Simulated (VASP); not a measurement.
Input of a VASP 6.6.1 run:

The input INCAR:

```
SYSTEM = CsCdCl3
PREC = Accurate ; ENCUT = 520
EDIFF = 1E-6 ; ISMEAR = 0
SIGMA = 0.02 ; LREAL = .False.
LASPH = .True. ; NELM = 80
ALGO = Normal ; ISIF = 2
LWAVE = .False. ; LCHARG = .True.
LELF = .True. ; LVHAR = .True.
NBANDS = 29
```

The input KPOINTS:

```
Automatic mesh
0
Gamma
  6 6 6
  0 0 0
```

The input POSCAR:

```
CsCdCl3
1.0
    5.1121726469      0.0000000000      0.0000000000
    0.0000000000      5.1121726469      0.0000000000
    0.0000000000      0.0000000000      5.0099291940
Cs Cd Cl
1 1 3
Direct
    0.0000000000      0.0000000000      0.0000000000
    0.5000000000      0.5000000000      0.5000000000
    0.0000000000      0.5000000000      0.5000000000
    0.5000000000      0.0000000000      0.5000000000
    0.5000000000      0.5000000000      0.0000000000
```

Potentials or basis: VASP PAW LDA potentials, release 64 (Cs_sv, Cd, Cl).

The run is started by

```console
$ cat potpaw_LDA.64/Cs_sv/POTCAR potpaw_LDA.64/Cd/POTCAR potpaw_LDA.64/Cl/POTCAR > POTCAR
$ mpirun -np 1 vasp_std > vasp.out
```

(1) Estimate the pressure.

(2) Estimate the band gap on the k mesh.

Results:

(1) 1.3 GPa.

(2) 1.60 eV (least direct gap 2.43 eV).

Caveat: the cell differs from its parent crystal (strain along c alone, the other axes held: -2.0 %); spin-orbit coupling is left out, which moves the levels of the heavy elements.
